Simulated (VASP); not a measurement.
# MnO2 (P-3m1) in VASP: a series of runs, part 2 of 2

VASP 6.6.1. Earlier steps stand in the parts before.

## (4) Single point, PBE+U, collinear spin, ferrimagnetic start (volume scaled by 1.070)

Contents of INCAR:

```
SYSTEM = MnO2
PREC = Accurate
ENCUT = 520
EDIFF = 1E-6
ISMEAR = 0
SIGMA = 0.05
LREAL = .False.
LASPH = .True.
NELM = 150
ALGO = Normal
ISIF = 2
LWAVE = .False.
LCHARG = .False.
ISPIN = 2
MAGMOM = 3.15 -0.15 -0.15
LORBIT = 11
LMAXMIX = 4
LDAU = .True.
LDAUTYPE = 2
LDAUL = 2 -1
LDAUU = 3.9 0
LDAUJ = 0 0
LDAUPRINT = 1
GGA = PE
NBANDS = 24
```

Contents of KPOINTS:

```
regular mesh
0
Gamma
  10 10 6
  0 0 0
```

Contents of POSCAR:

```
MnO2
1.0
    2.9210865554      0.0000000000      0.0000000000
   -1.4605432777      2.5297351636      0.0000000000
    0.0000000000      0.0000000000      5.8893415724
Mn O
1 2
Direct
    0.0000000000      0.0000000000      0.0000000000
    0.3333333333      0.6666666667      0.1615924543
    0.6666666667      0.3333333333      0.8384075457
```

Run with:

```console
$ cat potpaw_PBE.64/Mn_pv/POTCAR potpaw_PBE.64/O/POTCAR > POTCAR
$ mpirun -np 1 vasp_std > vasp.out
```

Wall time 5.6 min (1 thread of AMD EPYC, shared host); peak memory 0.23 GiB.

The run converged. Its results:

- Free energy: -21.2594 eV
- Pressure: 0.3 GPa
- Largest force: 0.087 eV/Å
- Band gap on the k mesh: 1.91 eV, indirect (least direct gap 2.08 eV)
- Net moment: 3.00 μB per cell
- Site moments: Mn +3.24; O -0.13 μB
- Valence electrons inside the program's atomic spheres: Mn 11.59; O 4.98

Forces on the atoms (eV/Å):
```
Mn   0.000  0.000  0.000
O    0.000  0.000  0.087
O    0.000  0.000 -0.087
```

Stress tensor (GPa, compression positive):
```
0.22 0.00 0.00
0.00 0.22 0.00
0.00 0.00 0.43
```

Levels at points of the mesh, in eV from the valence-band top:
Spin up:
```
           k point  band 11  band 12  band 13  band 14  band 15  band 16  band 17  band 18
(0.00, 0.00, 0.00)    -0.60    -0.56    -0.41    -0.41     3.19     3.19     7.03    10.51
(0.50, 0.00, 0.00)    -2.46    -1.89    -1.40    -0.99     2.35     3.03    11.96    12.68
(0.00, 0.00, 0.50)    -0.82    -0.49    -0.41    -0.41     3.19     3.19     8.43     8.78
(0.50, 0.00, 0.50)    -2.46    -1.89    -1.43    -0.92     2.35     3.02    11.59    12.72
```
Spin down:
| k point | band 9 | band 10 | band 11 | band 12 | band 13 | band 14 |
| --- | --- | --- | --- | --- | --- | --- |
| (0.00, 0.00, 0.00) | -0.74 | -0.64 | -0.64 | 3.10 | 3.10 | 4.41 |
| (0.50, 0.00, 0.00) | -2.02 | -1.87 | -1.12 | 3.17 | 3.71 | 3.97 |
| (0.00, 0.00, 0.50) | -1.00 | -0.65 | -0.65 | 3.10 | 3.10 | 4.43 |
| (0.50, 0.00, 0.50) | -2.02 | -1.86 | -1.05 | 3.18 | 3.71 | 3.97 |

Eigenvalues of the final occupation matrices:
| site | spin | trace | eigenvalues |
| --- | --- | --- | --- |
| site 1 d | 1 | 4.01 | 0.56 0.56 0.96 0.96 0.96 |
| site 1 d | 2 | 0.84 | 0.07 0.07 0.07 0.31 0.31 |

Caveat: the cell differs from its parent crystal (volume scaled by 1.070); a cell with one magnetic atom can't hold antiferromagnetic order, which such compounds often take.

## (5) Single point, PBE+U, collinear spin, ferrimagnetic start (volume scaled by 1.100)

INCAR is that of step 4.

Contents of KPOINTS:

```
Automatic mesh
0
Gamma
  10 10 6
  0 0 0
```

Contents of POSCAR:

```
MnO2
1.0
    2.9210818066      0.0000000000      0.0000000000
   -1.4605409033      2.5297310510      0.0000000000
    0.0000000000      0.0000000000      6.0544829844
Mn O
1 2
Direct
    0.0000000000      0.0000000000      0.0000000000
    0.3333333333      0.6666666667      0.1571717122
    0.6666666667      0.3333333333      0.8428282878
```

Potentials or basis: VASP PAW PBE potentials, release 64 (Mn_pv, O).

Run with:

```console
$ cat potpaw_PBE.64/Mn_pv/POTCAR potpaw_PBE.64/O/POTCAR > POTCAR
$ mpirun -np 1 vasp_std > vasp.out
```

OUTCAR:

```text
SYSTEM = MnO2
   PREC = Accurate
   ENCUT = 520
   EDIFF = 1E-6
   ISMEAR = 0
   LREAL = .False.
   LASPH = .True.
   NELM = 150
   ISIF = 2
   ISPIN = 2
   LORBIT = 11
   GGA = PE

 ion  position               nearest neighbor table
   1  0.000  0.000  0.000-   2 1.94   3 1.94   2 1.94   3 1.94   3 1.94   2 1.94
   2  0.333  0.667  0.157-   1 1.94   1 1.94   1 1.94
   3  0.667  0.333  0.843-   1 1.94   1 1.94   1 1.94

  LATTYP: Found a hexagonal cell.
 ALAT       =     2.9210818066
 C/A-ratio  =     2.0726851849

  Lattice vectors:

[... 1555 lines left out ...]
  energy-cutoff  :      520.00
  volume of cell :       44.74
      direct lattice vectors                 reciprocal lattice vectors
     2.921081807  0.000000000  0.000000000     0.342338923  0.197649469  0.000000000
    -1.460540903  2.529731051  0.000000000     0.000000000  0.395298939  0.000000000
     0.000000000  0.000000000  6.054482984     0.000000000  0.000000000  0.165166869

 POSITION                                       TOTAL-FORCE (eV/Angst)
 -----------------------------------------------------------------------------------
      0.00000      0.00000      0.00000         0.000000      0.000000      0.000000
     -0.00000      1.68649      0.95159         0.000000      0.000000      0.088079
      1.46054      0.84324      5.10289        -0.000000     -0.000000     -0.088079
 -----------------------------------------------------------------------------------
    total drift:                               -0.000000      0.000000      0.000000

  FREE ENERGIE OF THE ION-ELECTRON SYSTEM (eV)
  ---------------------------------------------------
  free  energy   TOTEN  =       -21.2589721855 eV

  energy  without entropy=      -21.2589721855  energy(sigma->0) =      -21.25897219

 total charge

# of ion       s       p       d       tot
------------------------------------------
    1        0.342   6.433   4.818  11.594
    2        1.582   3.402   0.000   4.984
    3        1.582   3.402   0.000   4.984
--------------------------------------------------
tot          3.505  13.238   4.818  21.561

 magnetization (x)

# of ion       s       p       d       tot
------------------------------------------
    1        0.032   0.042   3.165   3.239
    2        0.002  -0.129   0.000  -0.127
    3        0.002  -0.129   0.000  -0.127
--------------------------------------------------
tot          0.036  -0.216   3.165   2.984
```

OSZICAR:

```text
N       E                     dE             d eps       ncg     rms          rms(c)
DAV:   1     0.248302515465E+03    0.24830E+03   -0.13784E+04  6936   0.109E+03
DAV:   2    -0.119898656840E+02   -0.26029E+03   -0.24448E+03  7672   0.338E+02
DAV:   3    -0.275430451967E+02   -0.15553E+02   -0.15467E+02  8160   0.904E+01
DAV:   4    -0.277080547175E+02   -0.16501E+00   -0.16499E+00  7704   0.100E+01
DAV:   5    -0.277105675051E+02   -0.25128E-02   -0.25128E-02  8520   0.116E+00    0.282E+01
DAV:   6    -0.246443991298E+02    0.30662E+01   -0.82975E+01  8512   0.751E+01    0.316E+01
DAV:   7    -0.215556051155E+02    0.30888E+01   -0.46335E+01  7952   0.561E+01    0.118E+01
DAV:   8    -0.212104737201E+02    0.34513E+00   -0.23413E+00  7536   0.127E+01    0.501E+00
DAV:   9    -0.212810192396E+02   -0.70546E-01   -0.70942E-01  7744   0.703E+00    0.290E+00
DAV:  10    -0.212568240484E+02    0.24195E-01   -0.22386E-01  6936   0.479E+00    0.953E-01
DAV:  11    -0.212580178541E+02   -0.11938E-02   -0.96344E-03  7440   0.823E-01    0.363E-01
DAV:  12    -0.212589302931E+02   -0.91244E-03   -0.20982E-03  8296   0.293E-01    0.208E-01
DAV:  13    -0.212589272173E+02    0.30758E-05   -0.98205E-04  8032   0.267E-01    0.767E-02
DAV:  14    -0.212589696009E+02   -0.42384E-04   -0.30209E-04  8472   0.137E-01    0.249E-02
DAV:  15    -0.212589725291E+02   -0.29283E-05   -0.42145E-05  7184   0.438E-02    0.178E-02
DAV:  16    -0.212589721415E+02    0.38766E-06   -0.11224E-05  6832   0.239E-02    0.699E-03
DAV:  17    -0.212589721855E+02   -0.44032E-07   -0.14572E-06  6376   0.954E-03
   1 F= -.21258972E+02 E0= -.21258972E+02  d E =-.113318E-16  mag=     3.0000
```

Run time: 5.8 min. Hardware: 1 thread of AMD EPYC, shared host; peak memory 0.23 GiB.

Results:

| Property | Result |
| --- | --- |
| Free energy | -21.2590 eV |
| Pressure | 0.3 GPa |
| Largest force | 0.088 eV/Å |
| Band gap on the k mesh | 1.93 eV, indirect (least direct gap 2.09 eV) |
| Net moment | 3.00 μB per cell |
| Site moments | Mn +3.24; O -0.13 μB |
| Valence electrons inside the program's atomic spheres | Mn 11.59; O 4.98 |

Forces on the atoms (eV/Å):
```
Mn   0.000  0.000  0.000
O    0.000  0.000  0.088
O    0.000  0.000 -0.088
```

Levels at points of the mesh, in eV from the valence-band top:
Spin up:
```
           k point  band 10  band 11  band 12  band 13  band 14  band 15  band 16  band 17  band 18  band 19
(0.00, 0.00, 0.00)    -3.41    -0.59    -0.58    -0.40    -0.40     3.20     3.20     7.00    10.46    11.56
(0.50, 0.00, 0.00)    -3.05    -2.45    -1.88    -1.40    -0.97     2.36     3.04    11.95    12.66    13.79
(0.00, 0.00, 0.50)    -3.41    -0.79    -0.50    -0.40    -0.40     3.20     3.20     8.30     8.69    11.63
(0.50, 0.00, 0.50)    -3.05    -2.45    -1.88    -1.42    -0.92     2.36     3.04    11.61    12.69    13.45
```
Spin down:
| k point | band 7 | band 8 | band 9 | band 10 | band 11 | band 12 | band 13 | band 14 | band 15 | band 16 |
| --- | --- | --- | --- | --- | --- | --- | --- | --- | --- | --- |
| (0.00, 0.00, 0.00) | -3.74 | -3.73 | -0.76 | -0.64 | -0.64 | 3.11 | 3.11 | 4.42 | 5.24 | 5.24 |
| (0.50, 0.00, 0.00) | -3.52 | -2.97 | -2.01 | -1.86 | -1.10 | 3.18 | 3.72 | 3.98 | 4.70 | 5.26 |
| (0.00, 0.00, 0.50) | -3.74 | -3.63 | -0.96 | -0.64 | -0.64 | 3.11 | 3.11 | 4.43 | 5.24 | 5.24 |
| (0.50, 0.00, 0.50) | -3.54 | -2.97 | -2.01 | -1.85 | -1.05 | 3.18 | 3.71 | 3.98 | 4.69 | 5.25 |

Eigenvalues of the final occupation matrices:
```
    site  spin  trace               eigenvalues
site 1 d     1   4.01  0.56 0.56 0.96 0.96 0.96
site 1 d     2   0.84  0.07 0.07 0.07 0.31 0.31
```

Caveat: the cell differs from its parent crystal (volume scaled by 1.100); a cell with one magnetic atom can't hold antiferromagnetic order, which such compounds often take. The state reached can hang on the start; a lower one may exist.

## (6) Single point, PBE+U, collinear spin, ferrimagnetic start

This run uses another cell than the first one, of 12.68 Å³/atom, 0.916 times its volume.

Contents of INCAR:

```
ALGO = Normal
EDIFF = 1E-6
ENCUT = 520
GGA = PE
ISIF = 2
ISMEAR = 0
ISPIN = 2
LASPH = T
LCHARG = T
LDAU = T
LDAUJ = 0 0
LDAUL = 2 -1
LDAUPRINT = 1
LDAUTYPE = 2
LDAUU = 3.9 0
LELF = T
LMAXMIX = 4
LORBIT = 11
LREAL = F
LVHAR = T
LWAVE = F
MAGMOM = 3.15 -0.15 -0.15
NBANDS = 24
NELM = 150
PREC = Accurate
SIGMA = 0.05
```

Contents of KPOINTS:

```
k-points
0
Gamma
  10 10 6
```

Contents of POSCAR:

```
MnO2
1.0
    2.9180078647      0.0000000000      0.0000000000
   -1.4590039324      2.5270689393      0.0000000000
    0.0000000000      0.0000000000      5.1572510881
Mn O
1 2
Direct
    0.0000000000      0.0000000000      0.0000000000
    0.3333333333      0.6666666667      0.1846738599
    0.6666666667      0.3333333333      0.8153261401
```

Potentials or basis: VASP PAW PBE potentials, release 64 (Mn_pv, O).

Run with:

```console
$ cat potpaw_PBE.64/Mn_pv/POTCAR potpaw_PBE.64/O/POTCAR > POTCAR
$ mpirun -np 1 vasp_std > vasp.out
```

It took 4.8 min on 1 thread of AMD EPYC 9R45, shared host; peak memory 0.21 GiB.

Results (log left out):

| Property | Result |
| --- | --- |
| Free energy | -21.2572 eV |
| Pressure | 0.7 GPa |
| Largest force | 0.087 eV/Å |
| Band gap on the k mesh | 1.79 eV, indirect (least direct gap 1.96 eV) |
| Net moment | 3.00 μB per cell |
| Site moments | Mn +3.23; O -0.13 μB |
| Valence electrons inside the program's atomic spheres | Mn 11.60; O 4.99 |

Forces on the atoms (eV/Å):
```
Mn   0.000  0.000  0.000
O    0.000  0.000  0.087
O    0.000  0.000 -0.087
```

Stress tensor (GPa, compression positive):
```
0.69 0.00 0.00
0.00 0.69 0.00
0.00 0.00 0.84
```

Levels at points of the mesh, in eV from the valence-band top:
Spin up:
```csv
k point,band 10,band 11,band 12,band 13,band 14,band 15,band 16,band 17,band 18,band 19
"(0.00, 0.00, 0.00)",-3.48,-0.75,-0.47,-0.47,-0.42,3.13,3.13,7.22,10.68,13.39
"(0.50, 0.00, 0.00)",-3.11,-2.54,-1.97,-1.43,-1.16,2.30,2.99,12.01,12.89,14.03
"(0.00, 0.00, 0.50)",-3.48,-1.09,-0.48,-0.48,-0.47,3.14,3.14,9.11,9.21,12.70
"(0.50, 0.00, 0.50)",-3.11,-2.50,-1.94,-1.53,-0.90,2.30,2.96,11.50,12.93,13.90
```
Spin down:
| k point | band 7 | band 8 | band 9 | band 10 | band 11 | band 12 | band 13 | band 14 | band 15 | band 16 |
| --- | --- | --- | --- | --- | --- | --- | --- | --- | --- | --- |
| (0.00, 0.00, 0.00) | -3.82 | -3.82 | -0.70 | -0.70 | -0.60 | 3.03 | 3.03 | 4.34 | 5.16 | 5.16 |
| (0.50, 0.00, 0.00) | -3.54 | -3.04 | -2.09 | -1.96 | -1.28 | 3.10 | 3.65 | 3.91 | 4.65 | 5.20 |
| (0.00, 0.00, 0.50) | -3.82 | -3.56 | -1.26 | -0.71 | -0.71 | 3.03 | 3.03 | 4.37 | 5.18 | 5.18 |
| (0.50, 0.00, 0.50) | -3.68 | -3.06 | -2.07 | -1.92 | -1.03 | 3.11 | 3.64 | 3.91 | 4.62 | 5.18 |

Eigenvalues of the final occupation matrices:
```
    site  spin  trace               eigenvalues
site 1 d     1   4.01  0.56 0.56 0.96 0.96 0.96
site 1 d     2   0.84  0.07 0.08 0.08 0.31 0.31
```

Caveat: a cell with one magnetic atom can't hold antiferromagnetic order, which such compounds often take.

## (7) Overview

| cell | gap on the mesh (eV) | pressure (GPa) | moment (μB) | largest force (eV/Å) |
| --- | --- | --- | --- | --- |
| a = 2.926, b = 2.926, c = 5.603 Å, angles 90.0, 90.0, 120.0°, 3 atoms | 1.84 | 0.0 | 3.00 | 0.09 |
| a = 2.921, b = 2.921, c = 5.725 Å, angles 90.0, 90.0, 120.0°, 3 atoms | 1.89 | 0.3 | 3.00 | 0.09 |
| a = 2.921, b = 2.921, c = 5.889 Å, angles 90.0, 90.0, 120.0°, 3 atoms | 1.91 | 0.3 | 3.00 | 0.09 |
| a = 2.921, b = 2.921, c = 6.054 Å, angles 90.0, 90.0, 120.0°, 3 atoms | 1.93 | 0.3 | 3.00 | 0.09 |
| a = 2.918, b = 2.918, c = 5.157 Å, angles 90.0, 90.0, 120.0°, 3 atoms | 1.79 | 0.7 | 3.00 | 0.09 |

Alike in all rows: task single point; level PBE+U; potentials or basis VASP PAW PBE potentials, release 64 (Mn_pv, O); spin collinear, ferrimagnetic start; Mn d U = 3.9 eV; k mesh 10 × 10 × 6; cutoff (eV) 520; smearing gaussian 0.05 eV.

Caveats: a cell with one magnetic atom can't hold antiferromagnetic order, which such compounds often take.

Total energies depend on the potentials used, so only differences within one code and one set of settings carry meaning.
